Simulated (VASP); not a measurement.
# Rh: single point with PBEsol

Rh:

```
CELL_PARAMETERS angstrom
-1.56609 1.56609 1.56609
1.56609 -1.56609 1.56609
1.56609 1.56609 -1.56609
ATOMIC_POSITIONS crystal
Rh 0.00000 0.00000 0.00000
```

This cell differs from its parent crystal: Pd replaced by Rh, lengths x 1.013, strained.

```json
{
  "Program": "VASP 6.6.1",
  "Task": "single point",
  "Functional": "PBEsol",
  "Potentials or basis": "VASP PAW PBE potentials, release 64 (Rh_pv)",
  "Cutoff": "520 eV",
  "k mesh": "18 × 18 × 18",
  "Occupations": "gaussian, width 0.1 eV",
  "Spin": "no spin polarisation",
  "Dipole correction": "no",
  "Further INCAR settings": "ALGO = Normal; EDIFF = 1e-07; NBANDS = 14"
}
```

The pressure is -21.0 GPa.

Levels at points of the mesh, in eV from the Fermi level:
| k point | band 3 | band 4 | band 5 | band 6 | band 7 | band 8 | band 9 | band 10 | band 11 | band 12 |
| --- | --- | --- | --- | --- | --- | --- | --- | --- | --- | --- |
| (0.00, 0.00, 0.00) | -45.86 | -7.10 | -2.53 | -2.53 | -2.53 | -0.37 | -0.37 | 18.25 | 18.25 | 18.25 |
| (0.50, 0.00, 0.00) | -45.86 | -5.13 | -3.85 | -0.45 | -0.08 | 1.31 | 1.37 | 8.34 | 14.35 | 17.37 |
| (0.50, 0.50, 0.50) | -46.23 | -5.04 | -5.04 | 0.94 | 0.94 | 0.94 | 8.94 | 8.94 | 8.94 | 17.66 |

It took 14 s on 1 thread of Intel(R) Xeon(R) 6975P-C (Granite Rapids) (shared host), peak memory 0.15 GiB.

Caveat: the cell differs from its parent crystal (Pd replaced by Rh, lengths x 1.013, strained); the PAW data sets were made with another functional, which shifts forces and pressure a little.
